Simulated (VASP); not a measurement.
Here is a VASP 6.6.1 calculation.

File POSCAR:

```
NiPt3
1.0
    3.8517057201      0.0000000000      0.0000000000
    0.0000000000      3.8517057201      0.0000000000
    0.0000000000      0.0000000000      3.8517057201
Ni Pt
1 3
Direct
    0.0000000000      0.0000000000      0.0000000000
    0.0000000000      0.5000000000      0.5000000000
    0.5000000000      0.0000000000      0.5000000000
    0.5000000000      0.5000000000      0.0000000000
```

File INCAR.step1:

```
  PREC = Accurate
  ENCUT = 520
  ISMEAR = 0
  SIGMA = 0.1
  LREAL = F
  LASPH = T
  NELM = 150
  ISPIN = 2
  MAGMOM = 1.13 0.25 0.25 0.25
  LMAXMIX = 4
  NBANDS = 32
  GGA = PE
  ALGO = Normal
  EDIFF = 1E-4
  LWAVE = T
  LCHARG = F
```

File INCAR.step2:

```
  PREC = Accurate
  ENCUT = 520
  EDIFF = 1E-7
  ISMEAR = 0
  SIGMA = 0.1
  LREAL = F
  LASPH = T
  NELM = 150
  ALGO = Normal
  ISIF = 2
  LWAVE = F
  LCHARG = T
  ISPIN = 2
  MAGMOM = 1.13 0.25 0.25 0.25
  LORBIT = 11
  LMAXMIX = 4
  METAGGA = R2SCAN
  LMIXTAU = T
  LELF = T
  LVHAR = T
  NBANDS = 32
  ISTART = 1
```

File KPOINTS:

```
Automatic mesh
0
Gamma
  12 12 12
```

Potentials or basis: VASP PAW PBE potentials, release 64 (Ni, Pt).

Run with:

```bash
$ cat potpaw_PBE.64/Ni/POTCAR potpaw_PBE.64/Pt/POTCAR > POTCAR
$ cp INCAR.step1 INCAR
$ mpirun -np 1 vasp_std > vasp.out
$ cp INCAR.step2 INCAR
$ mpirun -np 1 vasp_std > vasp.out
```

Q: Estimate the pressure.

A: 0.4 GPa.

Q: Estimate the site moments.

A: Ni +0.97; Pt +0.20 μB.

Q: Predict the net moment.

A: 1.52 μB per cell.

Caveat: the PAW data sets were made with another functional, which shifts forces and pressure a little.
